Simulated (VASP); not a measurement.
A run of VASP 6.6.1:

File INCAR:

```
SYSTEM = HfO2
ALGO     = Normal         ! electronic algorithm
EDIFF    = 1E-7           ! SCF threshold, eV
ENCUT    = 520            ! plane-wave cutoff, eV
GGA      = PS             ! functional
ISIF     = 2              ! what is computed and relaxed
ISMEAR   = 0              ! smearing method
LASPH    = .True.         ! aspherical terms in the spheres
LCHARG   = .False.        ! write CHGCAR
LREAL    = .False.        ! projectors in reciprocal space
LWAVE    = .False.        ! write WAVECAR
NBANDS   = 18             ! bands
NELM     = 60             ! most SCF steps
PREC     = Accurate       ! precision mode
SIGMA    = 0.05           ! smearing width, eV
```

Contents of KPOINTS:

```
k-points
0
Gamma
  8 8 8
  0 0 0
```

Contents of POSCAR:

```
HfO2
1.0
   -0.1333255960      2.4571976423      2.4571976423
    2.4571976423     -0.1333255960      2.4571976423
    2.4571976423      2.4571976423     -0.1333255960
Hf O
1 2
Direct
    0.0000000000      0.0000000000      0.0000000000
    0.2500000000      0.2500000000      0.2500000000
    0.7500000000      0.7500000000      0.7500000000
```

Potentials or basis: VASP PAW PBE potentials, release 64 (Hf_pv, O).

Launch:

```bash
$ cat potpaw_PBE.64/Hf_pv/POTCAR potpaw_PBE.64/O/POTCAR > POTCAR
$ mpirun -np 1 vasp_std > vasp.out
```

Hardware: 1 thread of AMD EPYC 7R43 64-Core Processor (Zen 3), with other jobs on the host.

Problem. Estimate the wall time of this run.

Solution. Wall time 37 s on 1 thread of AMD EPYC 7R43 64-Core Processor (Zen 3), on a shared host, peak memory 0.14 GiB. Counts: scf iterations 14, k points 65.
